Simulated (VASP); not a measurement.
Runs of VASP 6.6.1 on Ti. The structure is that of space group Im-3m (No. 229), or close to it. The cells are those of the table. This isn't the form of Ti at room conditions, which is hcp.

| spin | fixed moment (μB) | cell | gap on the mesh (eV) | pressure (GPa) | moment (μB) |
| --- | --- | --- | --- | --- | --- |
| collinear | 1.0 | a = 2.602 Å, angles 109.5°, 1 atom | - | (b) | 1.00 |
| off | - | a = 2.835 Å, angles 109.5°, 1 atom | none | -6.1 | - |
| collinear | 0.5 | a = 2.602 Å, angles 109.5°, 1 atom | - | 31.3 | 0.50 |
| off | - | a = 2.602 Å, angles 109.5°, 1 atom | none | 29.9 | - |
| off | - | a = 2.664 Å, angles 109.5°, 1 atom | none | (a) | - |

Alike in all rows: task single point; level PBEsol; potentials or basis VASP PAW PBE potentials, release 64 (Ti_sv); k mesh 22 × 22 × 22; cutoff (eV) 520; smearing gaussian 0.15 eV.

Problem. Estimate the missing entries.

Solution. (a) 17.1; (b) 35.3.

Caveats: the PAW data sets were made with another functional, which shifts forces and pressure a little; the cell stands under pressure (at least some runs); the total moment is fixed, so each spin has its own Fermi level (at least some runs); the cell stands under tension (at least some runs).

A gap of «none» marks levels without a gap at the run's occupations.
